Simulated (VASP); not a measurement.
# PbS (P6_3mc) in VASP: further runs, part 2 of 2

VASP 6.6.1.

## Step 3: Single point, r2SCAN (volume changed by +3%)

POSCAR reads:

```
PbS
1.0
    5.0465094696      0.0000000000      0.0000000000
   -2.5232547348      4.3704054011      0.0000000000
    0.0000000000      0.0000000000      6.0570835819
Pb S
2 2
Direct
    0.3333333333      0.6666666667     -0.0640827495
    0.6666666667      0.3333333333      0.4359172505
    0.3333333333      0.6666666667      0.4390827495
    0.6666666667      0.3333333333      0.9390827495
```

INCAR.step1 reads:

```
ALGO = Normal
EDIFF = 1E-4
ENCUT = 520
GGA = PE
ISMEAR = 0
LASPH = T
LCHARG = F
LREAL = F
LWAVE = T
NBANDS = 28
NELM = 60
PREC = Accurate
SIGMA = 0.01
```

INCAR.step2 reads:

```
ALGO = Normal
EDIFF = 1E-6
ENCUT = 520
ISIF = 2
ISMEAR = 0
ISTART = 1
LASPH = T
LCHARG = T
LELF = T
LMIXTAU = T
LREAL = F
LVHAR = T
LWAVE = F
METAGGA = R2SCAN
NBANDS = 28
NELM = 60
PREC = Accurate
SIGMA = 0.01
```

KPOINTS reads:

```
k-points
0
Gamma
  6 6 4
```

Potentials or basis: VASP PAW PBE potentials, release 64 (Pb_d, S).

The run is started by

```sh
$ cat potpaw_PBE.64/Pb_d/POTCAR potpaw_PBE.64/S/POTCAR > POTCAR
$ cp INCAR.step1 INCAR
$ mpirun -np 1 vasp_std > vasp.out
$ cp INCAR.step2 INCAR
$ mpirun -np 1 vasp_std > vasp.out
```

OUTCAR:

```text
EDIFF = 1E-6
   ENCUT = 520
   ISIF = 2
   ISMEAR = 0
   ISTART = 1
   LASPH = T
   LREAL = F
   METAGGA = R2SCAN
   NELM = 60
   PREC = Accurate

 ion  position               nearest neighbor table
   1  0.333  0.667  0.936-   4 2.91   4 2.91   4 2.91   3 3.01   3 3.05
   2  0.667  0.333  0.436-   3 2.91   3 2.91   3 2.91   4 3.01   4 3.05
   3  0.333  0.667  0.439-   2 2.91   2 2.91   2 2.91   1 3.01   1 3.05
   4  0.667  0.333  0.939-   1 2.91   1 2.91   1 2.91   2 3.01   2 3.05

  LATTYP: Found a hexagonal cell.
 ALAT       =     5.0465094696
 C/A-ratio  =     1.2002520987

  Lattice vectors:

 A1 = (   5.0465094696,   0.0000000000,   0.0000000000)
 A2 = (  -2.5232547348,   4.3704054011,   0.0000000000)
 A3 = (   0.0000000000,   0.0000000000,   6.0570835819)

Analysis of symmetry for initial positions (statically):
=====================================================================
 Subroutine PRICEL returns:
 Original cell was already a primitive cell.

 Routine SETGRP: Setting up the symmetry group for a
 hexagonal supercell.

 Subroutine GETGRP returns: Found 12 space group operations
[... 167 lines left out ...]

 E-fermi :   3.2775     XC(G=0):  -8.8250

 val. band max:        3.2273720662   @ k =   0.3333   0.3333   0.5000
 cond. band min:       4.9948233310   @ k =   0.3333   0.3333   0.5000
 fundamental gap:      1.7674512648
 Fermi energy:         3.2775291927

 k-point     1 :       0.0000    0.0000    0.0000
  band No.  band energies     occupation
      1     -14.0949      2.00000
      2     -14.0034      2.00000
      3     -14.0034      2.00000
      4     -14.0031      2.00000
      5     -14.0031      2.00000
      6     -14.0025      2.00000
[... 640 lines left out ...]
     27      10.3185      0.00000
     28      10.3185      0.00000

------------------------ aborting loop because EDIFF is reached ----------------------------------------

  FORCE on cell =-STRESS in cart. coord.  units (eV):
  Direction    XX          YY          ZZ          XY          YZ          ZX
  --------------------------------------------------------------------------------------
  -------------------------------------------------------------------------------------
  Total       -1.0214540     -1.0214540     -1.1331770      0.0000000      0.0000000      0.0000000
  in kB      -12.2504771    -12.2504771    -13.5903907      0.0000000      0.0000000      0.0000000
  external PRESSURE =     -12.6971149 kB  Pullay stress =       0.0000000 kB

 VOLUME and BASIS-vectors are now :
 -----------------------------------------------------------------------------
  energy-cutoff  :      520.00
  volume of cell :      133.59
      direct lattice vectors                 reciprocal lattice vectors
     5.046509470  0.000000000  0.000000000     0.198156767  0.114405863  0.000000000
    -2.523254735  4.370405401  0.000000000     0.000000000  0.228811725  0.000000000
     0.000000000  0.000000000  6.057083582     0.000000000  0.000000000  0.165095955

 POSITION                                       TOTAL-FORCE (eV/Angst)
 -----------------------------------------------------------------------------------
     -0.00000      2.91360      5.66893        -0.000000     -0.000000     -0.004077
      2.52325      1.45680      2.64039        -0.000000      0.000000     -0.004077
     -0.00000      2.91360      2.65956         0.000000     -0.000000      0.004077
      2.52325      1.45680      5.68810        -0.000000      0.000000      0.004077
 -----------------------------------------------------------------------------------
    total drift:                               -0.000000      0.000000      0.000504

  FREE ENERGIE OF THE ION-ELECTRON SYSTEM (eV)
  ---------------------------------------------------
  free  energy   TOTEN  =      -130.7322980696 eV

  energy  without entropy=     -130.7322980696  energy(sigma->0) =     -130.73229807
```

OUTCAR.step1:

```text
EDIFF = 1E-4
   ENCUT = 520
   GGA = PE
   ISMEAR = 0
[... 877 lines left out ...]
     -0.00000      2.91360      5.66893         0.000000      0.000000     -0.000643
      2.52325      1.45680      2.64039        -0.000000     -0.000000     -0.000643
     -0.00000      2.91360      2.65956        -0.000000     -0.000000      0.000643
      2.52325      1.45680      5.68810         0.000000      0.000000      0.000643
 -----------------------------------------------------------------------------------
    total drift:                               -0.000000      0.000000      0.001384

  FREE ENERGIE OF THE ION-ELECTRON SYSTEM (eV)
  ---------------------------------------------------
  free  energy   TOTEN  =       -17.2278184634 eV

  energy  without entropy=      -17.2278184634  energy(sigma->0) =      -17.22781846
```

Wall time 2.5 min (1 thread of Intel Xeon 6975P-C (Granite Rapids), shared host); peak memory 0.31 GiB.

Results:

```yaml
Free_energy: -130.7323 eV
Pressure: -1.3 GPa
Largest_force: 0.004 eV/Å
Band_gap_on_the_k_mesh: 1.77 eV, direct
```

Forces in eV/Å, atoms in the order of the input:
```
Pb   0.000  0.000 -0.004
Pb   0.000  0.000 -0.004
S    0.000  0.000  0.004
S    0.000  0.000  0.004
```

Levels at points of the mesh, in eV from the valence-band top:
```csv
k point,band 18,band 19,band 20,band 21,band 22,band 23
"(0.00, 0.00, 0.00)",-1.88,-1.88,-1.88,2.31,2.31,3.65
"(0.50, 0.00, 0.00)",-2.24,-2.03,-0.70,3.25,3.29,4.48
"(0.00, 0.00, 0.50)",-2.43,-1.28,-1.28,2.61,2.61,2.61
"(0.50, 0.00, 0.50)",-1.84,-0.62,-0.62,1.93,1.93,3.32
```

Caveat: the PAW data sets were made with another functional, which shifts forces and pressure a little; spin-orbit coupling is left out, which moves the levels of the heavy elements. A k mesh can miss the band edges.

## Step 4: Single point, r2SCAN (volume changed by +6%)

POSCAR reads:

```
PbS
1.0
    5.0950365761      0.0000000000      0.0000000000
   -2.5475182880      4.4124311081      0.0000000000
    0.0000000000      0.0000000000      6.1153283433
Pb S
2 2
Direct
    0.3333333333      0.6666666667     -0.0640827495
    0.6666666667      0.3333333333      0.4359172505
    0.3333333333      0.6666666667      0.4390827495
    0.6666666667      0.3333333333      0.9390827495
```

INCAR.step1 reads:

```
ALGO     = Normal         # electronic algorithm
EDIFF    = 1E-4           # SCF threshold, eV
ENCUT    = 520            # plane-wave cutoff, eV
GGA      = PE             # functional
ISMEAR   = 0              # smearing method
LASPH    = True           # aspherical terms in the spheres
LCHARG   = False          # write CHGCAR
LREAL    = False          # projectors in reciprocal space
LWAVE    = True           # write WAVECAR
NBANDS   = 28             # bands
NELM     = 100            # most SCF steps
PREC     = Accurate       # precision mode
SIGMA    = 0.01           # smearing width, eV
```

INCAR.step2 reads:

```
ALGO     = Normal         # electronic algorithm
EDIFF    = 1E-6           # SCF threshold, eV
ENCUT    = 520            # plane-wave cutoff, eV
ISIF     = 2              # what is computed and relaxed
ISMEAR   = 0              # smearing method
ISTART   = 1            
LASPH    = True           # aspherical terms in the spheres
LCHARG   = False          # write CHGCAR
LMIXTAU  = True         
LREAL    = False          # projectors in reciprocal space
LWAVE    = False          # write WAVECAR
METAGGA  = R2SCAN         # meta-GGA
NBANDS   = 28             # bands
NELM     = 100            # most SCF steps
PREC     = Accurate       # precision mode
SIGMA    = 0.01           # smearing width, eV
```

KPOINTS is that of step 3.

The run is started by

```sh
$ cat potpaw_PBE.64/Pb_d/POTCAR potpaw_PBE.64/S/POTCAR > POTCAR
$ cp INCAR.step1 INCAR
$ mpirun -np 1 vasp_std > vasp.out
$ cp INCAR.step2 INCAR
$ mpirun -np 1 vasp_std > vasp.out
```

It took 2.3 min on 1 thread of Intel Xeon 6975P-C (Granite Rapids), shared host; peak memory 0.32 GiB.

It converged, with:

| Quantity | Value |
| --- | --- |
| Free energy | -130.6896 eV |
| Pressure | -2.3 GPa |
| Largest force | 0.009 eV/Å |
| Band gap on the k mesh | 1.80 eV, direct |

Forces on the atoms (eV/Å):
```
Pb   0.000  0.000 -0.009
Pb   0.000  0.000 -0.009
S    0.000  0.000  0.009
S    0.000  0.000  0.009
```

Stress tensor (GPa, compression positive):
```
-2.26  0.00  0.00
 0.00 -2.26  0.00
 0.00  0.00 -2.48
```

Levels at points of the mesh, in eV from the valence-band top:
| k point | band 18 | band 19 | band 20 | band 21 | band 22 | band 23 |
| --- | --- | --- | --- | --- | --- | --- |
| (0.00, 0.00, 0.00) | -1.75 | -1.75 | -1.74 | 2.37 | 2.37 | 3.65 |
| (0.50, 0.00, 0.00) | -2.10 | -1.92 | -0.65 | 3.23 | 3.28 | 4.51 |
| (0.00, 0.00, 0.50) | -2.28 | -1.21 | -1.21 | 2.67 | 2.67 | 2.67 |
| (0.50, 0.00, 0.50) | -1.71 | -0.58 | -0.58 | 1.96 | 1.96 | 3.32 |

Caveat: the PAW data sets were made with another functional, which shifts forces and pressure a little; spin-orbit coupling is left out, which moves the levels of the heavy elements. A k mesh can miss the band edges.

## Step 5: Overview

```tsv
cell	gap on the mesh (eV)	pressure (GPa)
a = 4.997, b = 4.997, c = 5.998 Å, angles 90.0, 90.0, 120.0°, 4 atoms	1.73	0.0
a = 5.047, b = 5.047, c = 6.057 Å, angles 90.0, 90.0, 120.0°, 4 atoms	1.77	-1.3
a = 5.095, b = 5.095, c = 6.115 Å, angles 90.0, 90.0, 120.0°, 4 atoms	1.80	-2.3
```

Alike in all rows: task single point; level r2SCAN; potentials or basis VASP PAW PBE potentials, release 64 (Pb_d, S); no spin polarisation; k mesh 6 × 6 × 4; cutoff (eV) 520; smearing gaussian 0.01 eV.

Caveats: the PAW data sets were made with another functional, which shifts forces and pressure a little; spin-orbit coupling is left out, which moves the levels of the heavy elements.

Total energies depend on the potentials used, so only differences within one code and one set of settings carry meaning.
